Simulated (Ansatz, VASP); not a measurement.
**GaN in VASP and in Ansatz**

```
Ga N
1.0
     3.16674    0.00000    0.00000
     0.00000    5.48495    0.00000
     0.00000    0.00000   10.50567
Ga N
8 8
Direct
  0.50000 0.50000 0.28349
  0.00000 0.00000 0.28349
  0.00000 0.33333 0.53120
  0.50000 0.83333 0.53120
  0.50000 0.16667 0.03120
  0.00000 0.66667 0.03120
  0.00000 0.00000 0.78349
  0.50000 0.50000 0.78349
  0.00000 0.33333 0.85145
  0.50000 0.83333 0.85145
  0.50000 0.50000 0.59386
  0.00000 0.00000 0.59386
  0.50000 0.16667 0.35145
  0.00000 0.66667 0.35145
  0.00000 0.00000 0.09386
  0.50000 0.50000 0.09386
```

Alike in both runs: task single point; functional PBE; k mesh 8 × 6 × 4; occupations gaussian, width 0.05 eV; no spin polarisation.

|  | VASP | Ansatz |
| --- | --- | --- |
| version | VASP 6.6.1 | Ansatz 0.2.0 |
| potentials or method | VASP PAW PBE potentials, release 64 (Ga_d, N), cutoff 520 eV | scalar-relativistic, plane waves, PAW |
| valence electrons in the cell | 144 | 144 |

VASP gave:

| Item | Value |
| --- | --- |
| gap on the k mesh at the Fermi level (eV) | 1.03 |
| least direct gap on the mesh (eV) | 1.03 |
| pressure (GPa) | 0.1 |
| traceless stress, the component that is largest in VASP (GPa) | -0.09 |
| rms of the force components (eV/Å) | 0.004 |

Problem. Which values does Ansatz return?

Solution. gap on the k mesh at the Fermi level (eV): 1.03; least direct gap on the mesh (eV): 1.03; pressure (GPa): 0.0; traceless stress, the component that is largest in VASP (GPa): 0.00; rms of the force components (eV/Å): 0.000.

Atom by atom the forces differ by 0.004 eV/Å (rms over components). With one functional, cell and mesh, what is left measures potentials, basis and numerics.
